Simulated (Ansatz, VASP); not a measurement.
**One calculation of Mg, two programs**

```xyz
1
Lattice="0.0000 2.1913 2.1913 2.1913 0.0000 2.1913 2.1913 2.1913 0.0000" Properties=species:S:1:pos:R:3 pbc="T T T"
Mg    0.0000    0.0000    0.0000
```

Alike in both runs: task single point; functional PBE; k mesh 16 × 16 × 16; occupations gaussian, width 0.1 eV; no spin polarisation.

|  | VASP | Ansatz |
| --- | --- | --- |
| version | VASP 6.6.1 | Ansatz 0.2.0 |
| potentials or method | VASP PAW PBE potentials, release 64 (Mg), cutoff 520 eV | scalar-relativistic, plane waves, PAW |
| valence electrons in the cell | 2 | 10 |

```tsv
	VASP	Ansatz	Ansatz less VASP
gap on the k mesh at the Fermi level (eV)	none	none	-
pressure (GPa)	3.9	4.0	+0.12
```

A gap of «none» marks a metal or a gap that the smearing closes. VASP's potentials hold 2 valence electrons a cell and Ansatz's 10, so a difference there can come from the potentials and not from the codes.
